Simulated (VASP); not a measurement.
Wanted: the native input for a VASP 6.6.1 run.

```yaml
Task: relaxation of the atoms
Functional: PBEsol
Potentials_or_basis: VASP PAW PBE potentials, release 64 (As, Al)
Cutoff: 520 eV
k_mesh: 7 × 7 × 1
Occupations: gaussian, width 0.05 eV
Spin: no spin polarisation
Dipole_correction: yes
Further_INCAR_settings: ALGO = Fast; EDIFF = 1e-06; IBRION = 2; EDIFFG = -0.02; NSW = 80
```

The structure of AlAs lies in POSCAR:

```
AlAs
1.0
    4.0125456549      0.0000000000      0.0000000000
    0.0000000000      4.0125456549      0.0000000000
    0.0000000000      0.0000000000     24.9305438485
As Al
4 4
Direct
    0.0000000000      0.5000000000      0.3008357959
    0.5000000000      0.0000000000      0.4146439125
    0.0000000000      0.5000000000      0.5284520292
    0.5000000000      0.0000000000      0.6422601458
    0.5000000000      0.5000000000      0.3577398542
    0.0000000000      0.0000000000      0.4715479708
    0.5000000000      0.5000000000      0.5853560875
    0.0000000000      0.0000000000      0.6991642041
```

The input as run:

INCAR

```
SYSTEM = AlAs
ALGO = Fast
DIPOL = 0.5 0.5 0.500
EDIFF = 1E-6
EDIFFG = -0.02
ENCUT = 520
GGA = PS
IBRION = 2
IDIPOL = 3
ISIF = 2
ISMEAR = 0
LASPH = .True.
LCHARG = .False.
LDIPOL = .True.
LREAL = .False.
LWAVE = .False.
NELM = 80
NSW = 80
PREC = Accurate
SIGMA = 0.05
```

KPOINTS

```
k-points
0
Gamma
  7 7 1
  0 0 0
```

Potentials or basis: VASP PAW PBE potentials, release 64 (As, Al).

Command:

```bash
$ cat potpaw_PBE.64/As/POTCAR potpaw_PBE.64/Al/POTCAR > POTCAR
$ mpirun -np 1 vasp_std > vasp.out
```

Results of the run:

The energy gained by relaxing is 2.9 meV/atom. The ionic steps are 13 and the largest force after relaxing is 0.010 eV/Å. The band gap on the k mesh is zero (bands 16 and 17 overlap by 0.18 eV).

Caveat: the PAW data sets were made with another functional, which shifts forces and pressure a little.

Wall time 23 min on 1 thread of Oxide Virtual Turin-like Processor, on a shared host, peak memory 0.48 GiB.
